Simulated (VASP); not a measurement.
Input of a VASP 6.6.1 run:

INCAR

```
  ALGO = Normal
  EDIFF = 1E-6
  ENCUT = 520
  GGA = CA
  ISIF = 2
  ISMEAR = -1
  LASPH = T
  LCHARG = F
  LREAL = F
  LWAVE = F
  NBANDS = 18
  NELM = 60
  PREC = Accurate
  SIGMA = 0.08
```

File KPOINTS:

```
k-points
0
Gamma
  14 14 14
```

POSCAR

```
Lu
1.0
    2.8306163119      0.0000000000      0.0000000000
    0.0000000000      2.8306163119      0.0000000000
    0.0000000000      0.0000000000      2.8306163119
Lu
1
Direct
    0.0000000000      0.0000000000      0.0000000000
```

Potentials or basis: VASP PAW PBE potentials, release 64 (Lu).

Launch:

```bash
$ cat potpaw_PBE.64/Lu/POTCAR > POTCAR
$ mpirun -np 1 vasp_std > vasp.out
```

(1) Estimate the pressure.

## Answers

(1) 11.6 GPa.

Caveat: the PAW data sets were made with another functional, which shifts forces and pressure a little.
